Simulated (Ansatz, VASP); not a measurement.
## One calculation of Yb, two programs

```xyz
1
Lattice="0.0000 2.4570 2.4570 2.4570 0.0000 2.4570 2.4570 2.4570 0.0000" Properties=species:S:1:pos:R:3 pbc="T T T"
Yb    0.0000    0.0000    0.0000
```

Alike in both runs: task single point; functional LDA; k mesh 7 × 7 × 7; occupations fermi-dirac, width 0.1 eV; no spin polarisation.

```csv
,VASP,Ansatz
version,VASP 6.6.1,Ansatz 0.2.0
potentials or method,"VASP PAW PBE potentials, release 64 (Yb), cutoff 520 eV","plane waves (420 eV) with PAW, scalar-relativistic"
valence electrons in the cell,24,24
```

|  | VASP | Ansatz | Ansatz less VASP |
| --- | --- | --- | --- |
| pressure (GPa) | -1.1 | 0.0 | +1.08 |

VASP's potentials were made for PBE, not for LDA, and Ansatz warns of the same on its side. LDA's correlation is that of Perdew and Zunger in VASP and of Perdew and Wang (1992) in Ansatz.

Spin-orbit coupling is off throughout.
